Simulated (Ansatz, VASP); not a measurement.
# Na3TeH: VASP beside Ansatz

```
CELL_PARAMETERS angstrom
4.76078 0.00000 0.00000
0.00000 4.76078 0.00000
0.00000 0.00000 4.76078
ATOMIC_POSITIONS crystal
Na 0.50000 0.00000 0.50000
Na 0.00000 0.50000 0.50000
Na 0.50000 0.50000 0.00000
Te 0.00000 0.00000 0.00000
H 0.50000 0.50000 0.50000
```

Alike in both runs: task relaxation of cell and atoms; functional PBE; dispersion D3(BJ); k mesh 6 × 6 × 6; occupations gaussian, width 0.02 eV; no spin polarisation.

|  | VASP | Ansatz |
| --- | --- | --- |
| version | VASP 6.6.1 | Ansatz 0.2.0 |
| potentials or method | VASP PAW PBE potentials, release 64 (Na_pv, Te, H), cutoff 600 eV | scalar-relativistic, plane waves, PAW |
| valence electrons in the cell | 28 | 44 |

Ansatz gave:

```
gap on the k mesh at the Fermi level, each at its own relaxed structure (eV) : 2.87
relaxed volume (Å³/atom)                                                     : 20.01
relaxed length of the cell vector where the two differ most in proportion (Å)              : 4.642
```

Problem. What did VASP give for the same quantities?

Solution. gap on the k mesh at the Fermi level, each at its own relaxed structure (eV): 2.86; relaxed volume (Å³/atom): 20.03; relaxed length of the cell vector where the two differ most in proportion (Å): 4.644.

VASP's potentials hold 28 valence electrons a cell and Ansatz's 44, so a difference there can come from the potentials and not from the codes.

Spin-orbit coupling is off throughout.
